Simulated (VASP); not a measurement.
Write the native input for VASP 6.6.1 that does the following.

| Quantity | Value |
| --- | --- |
| Task | single point |
| Functional | PBE |
| Potentials or basis | VASP PAW PBE potentials, release 64 (Sc_sv, V_sv, W_sv, S) |
| Cutoff | 520 eV |
| k mesh | 12 × 12 × 6 |
| Occupations | gaussian, width 0.1 eV |
| Spin | no spin polarisation |
| Dipole correction | no |
| Further INCAR settings | ALGO = Normal; EDIFF = 1e-06; NBANDS = 40 |

The structure of ScV2WS2 lies in POSCAR:

```
ScV2WS2
1.0
    4.1198485050      0.0000000000      0.0000000000
   -2.0599242525      3.5678934651      0.0000000000
    0.0000000000      0.0000000000      6.1268188462
Sc V W S
1 2 1 2
Direct
    0.0000000000      0.0000000000      0.5000000000
    0.6666666667      0.3333333333      0.8496400656
    0.3333333333      0.6666666667      0.1503599344
    0.0000000000      0.0000000000      0.0000000000
    0.6666666667      0.3333333333      0.2538046023
    0.3333333333      0.6666666667      0.7461953977
```

The cell was generated, and may not be a known phase.

One way to write it, as run:

INCAR

```
SYSTEM = ScV2WS2
PREC = Accurate
ENCUT = 520
EDIFF = 1E-6
ISMEAR = 0
SIGMA = 0.1
LREAL = .FALSE.
LASPH = .TRUE.
NELM = 60
ALGO = Normal
ISIF = 2
LWAVE = .FALSE.
LCHARG = .TRUE.
GGA = PE
LELF = .TRUE.
LVHAR = .TRUE.
NBANDS = 40
```

KPOINTS

```
Automatic mesh
0
G
  12 12 6
  0 0 0
```

Potentials or basis: VASP PAW PBE potentials, release 64 (Sc_sv, V_sv, W_sv, S).

Command:

```sh
$ cat potpaw_PBE.64/Sc_sv/POTCAR potpaw_PBE.64/V_sv/POTCAR potpaw_PBE.64/W_sv/POTCAR potpaw_PBE.64/S/POTCAR > POTCAR
$ mpirun -np 1 vasp_std > vasp.out
```

It gave:

- Pressure: 0.3 GPa
- Largest force: 0.016 eV/Å
- Band gap on the k mesh: zero (an odd number of electrons rules out a gap without spin polarisation)

Caveat: spin-orbit coupling is left out, which moves the levels of the heavy elements; the run has no spin polarisation, though such a crystal can be magnetic.

Wall time 4 min on 1 thread of Intel(R) Xeon(R) Platinum 8488C (Sapphire Rapids) (shared host), peak memory 0.47 GiB.
